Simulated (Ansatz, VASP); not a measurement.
## Zr3ZnN2 in VASP and in Ansatz

```
Zr Zn N
1.0
     2.86252   -6.14683    0.00000
     2.86252    6.14683    0.00000
     0.00000    0.00000    3.07745
Zr Zn N
3 1 2
Cartesian
  2.8625 -3.5331 0.0000
  2.8625 3.5331 0.0000
  2.8625 0.0000 1.5387
  0.0000 0.0000 0.0000
  1.4313 -3.0734 1.5387
  1.4313 3.0734 1.5387
```

Change from the starting cell: species swapped into the LaAl2Cu3 type (Cmmm, No. 65).

Alike in both runs: functional PBE; k mesh 4 × 4 × 6; occupations gaussian, width 0.1 eV; no spin polarisation.

Ansatz relaxed the structure, and its values are those at the end. VASP's run is a single point on that final structure, the one shown.

|  | VASP | Ansatz |
| --- | --- | --- |
| version | VASP 6.6.1 | Ansatz 0.2.0 |
| potentials or method | VASP PAW PBE potentials, release 64 (Zr_sv, Zn, N), cutoff 520 eV | scalar-relativistic, plane waves, PAW |
| valence electrons in the cell | 58 | 58 |

```csv
,VASP,Ansatz,Ansatz less VASP
gap on the k mesh at the Fermi level (eV),none,none,-
pressure (GPa),0.2,0.1,-0.15
```

A gap of «none» marks a metal or a gap that the smearing closes.
